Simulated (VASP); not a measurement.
B12HN12 (a cell with a defect), 25 atoms in the cell. The cell holds a defect, 25 atoms: a = 6.642 Å, b = 6.642 Å, c = 6.642 Å, α = 98.45°, β = 111.01°, γ = 119.63°. 

```yaml
Program: VASP 6.6.1
Task: single point
Functional: PBE
Dispersion: D3(BJ)
Potentials_or_basis: VASP PAW PBE potentials, release 64 (B, N, H)
Cutoff: 520 eV
k_mesh: 2 × 2 × 2, shifted
Occupations: gaussian, width 0.02 eV
Spin: no spin polarisation
Dipole_correction: no
Charge: 1
Further_INCAR_settings: LREAL = Auto; ALGO = Normal; EDIFF = 1e-07; NBANDS = 66; NELECT = 96.0
```

Potentials or basis: VASP PAW PBE potentials, release 64 (B, N, H).

Command:

```sh
$ cat potpaw_PBE.64/B/POTCAR potpaw_PBE.64/N/POTCAR potpaw_PBE.64/H/POTCAR > POTCAR
$ mpirun -np 1 vasp_std > vasp.out
```

Hardware: 1 thread of Intel(R) Xeon(R) Platinum 8375C CPU @ 2.90GHz (Ice Lake) (shared host).

Question: Estimate the wall time of this run.

Answer: It took 2 min on 1 thread of Intel(R) Xeon(R) Platinum 8375C CPU @ 2.90GHz (Ice Lake) (shared host), peak memory 0.35 GiB. Counts: scf iterations 16, k points 4.
